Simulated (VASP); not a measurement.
The system is B.

```
CELL_PARAMETERS angstrom
3.74283 0.00000 0.00000
0.00000 3.74283 0.00000
0.00000 0.00000 3.74283
ATOMIC_POSITIONS crystal
B 0.00000 0.00000 0.00000
B 0.50000 0.50000 0.50000
B 0.25000 0.00000 0.50000
B 0.75000 0.00000 0.50000
B 0.50000 0.25000 0.00000
B 0.50000 0.75000 0.00000
B 0.00000 0.50000 0.25000
B 0.00000 0.50000 0.75000
```

| Quantity | Value |
| --- | --- |
| Program | VASP 6.6.1 |
| Task | relaxation of cell and atoms |
| Functional | RPBE |
| Potentials or basis | VASP PAW PBE potentials, release 64 (B) |
| Cutoff | 500 eV |
| k mesh | 7 × 7 × 7 |
| Occupations | fermi-dirac, width 0.1 eV |
| Spin | no spin polarisation |

At the start: pressure -10.3 GPa; volume 6.55 Å³/atom.

Q: How do energy, volume and symmetry change on relaxing?

A: Over 3 steps the energy falls by 10.4 meV/atom and the volume is 6.24 Å³/atom (-4.7 %); space group Pm-3n (No. 223, to 0.05 Å).

The path:
```
step  energy change (eV)  largest force (eV/Å)  pressure (GPa)  volume (Å³)
   1              0.0000                0.0000          -10.32        52.43
   2             -0.0764                0.0000            3.22        49.29
   3             -0.0830                0.0000            0.02        49.95
```

Final structure:
```
B
1.0
     3.68287    0.00000    0.00000
     0.00000    3.68287    0.00000
     0.00000    0.00000    3.68287
B
8
Direct
  0.00000 0.00000 0.00000
  0.50000 0.50000 0.50000
  0.25000 0.00000 0.50000
  0.75000 0.00000 0.50000
  0.50000 0.25000 0.00000
  0.50000 0.75000 0.00000
  0.00000 0.50000 0.25000
  0.00000 0.50000 0.75000
```

Caveat: the PAW data sets were made with another functional, which shifts forces and pressure a little.
